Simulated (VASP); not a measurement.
Pt:

```
Pt
1.0
     0.00000   -1.95790   -1.95790
     0.00000    1.95790   -1.95790
     3.91580    0.00000    0.00000
Pt
2
Direct
  0.50958 0.50958 0.50000
  0.99042 0.99042 0.00000
```

Base run:

* Program: VASP 6.6.1
* Functional: PBE
* Dispersion: D4
* Potentials or basis: VASP PAW PBE potentials, release 64 (Pt)
* Cutoff: 520 eV
* k mesh: 18 × 18 × 12
* Occupations: gaussian, width 0.15 eV
* Spin: no spin polarisation

Its results: band gap on the k mesh zero (bands 10 and 11 overlap by 1.54 eV); pressure 3.8 GPa; largest force 0.477 eV/Å.

Problem. The run is repeated on the same cell with these changes: dispersion from D4 to none. What comes out?

Solution. Band gap on the k mesh zero (bands 10 and 11 overlap by 1.54 eV); pressure 11.4 GPa; largest force 0.480 eV/Å.

Dispersion adds attraction, which lowers the pressure at fixed volume and, as a term added to the energy, leaves the levels alone.

Caveats: the cell stands under pressure; spin-orbit coupling is left out, which moves the levels of the heavy elements.
